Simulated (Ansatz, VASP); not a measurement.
**PtS2: VASP beside Ansatz**

```
Pt S
1.0
     3.63178    0.00000    0.00000
    -1.81589    3.06850    0.00000
     0.00000    0.00000    5.03880
Pt S
1 2
Cartesian
  0.0000 0.0000 0.0000
  0.0000 2.0457 1.2597
  1.8159 1.0228 3.7791
```

Change from the starting cell: strain +0.0250 x Voigt [1, 0, 0, 0, 0, 0], atoms carried along.

Alike in both runs: task single point; functional PBE; k mesh 12 × 12 × 8; occupations gaussian, width 0.05 eV; no spin polarisation.

```csv
,VASP,Ansatz
version,VASP 6.6.1,Ansatz 0.2.0
potentials or method,"VASP PAW PBE potentials, release 64 (Pt, S), cutoff 520 eV","scalar-relativistic, plane waves, PAW"
valence electrons in the cell,22,30
```

VASP gave:

* gap on the k mesh at the Fermi level (eV): 0.43
* least direct gap on the mesh (eV): 0.75
* pressure (GPa): -1.7
* traceless stress, the component that is largest in VASP (GPa): 2.17
* rms of the force components (eV/Å): 0.290

Question: Estimate Ansatz's values.

Answer: gap on the k mesh at the Fermi level (eV): 0.43; least direct gap on the mesh (eV): 0.74; pressure (GPa): -1.3; traceless stress, the component that is largest in VASP (GPa): 2.24; rms of the force components (eV/Å): 0.274.

Atom by atom the forces differ by 0.017 eV/Å (rms over components). The functional is the same, so the differences come from potentials, cutoffs and numerics. VASP's potentials hold 22 valence electrons a cell and Ansatz's 30, so a difference there can come from the potentials and not from the codes.

Spin-orbit coupling is off throughout.
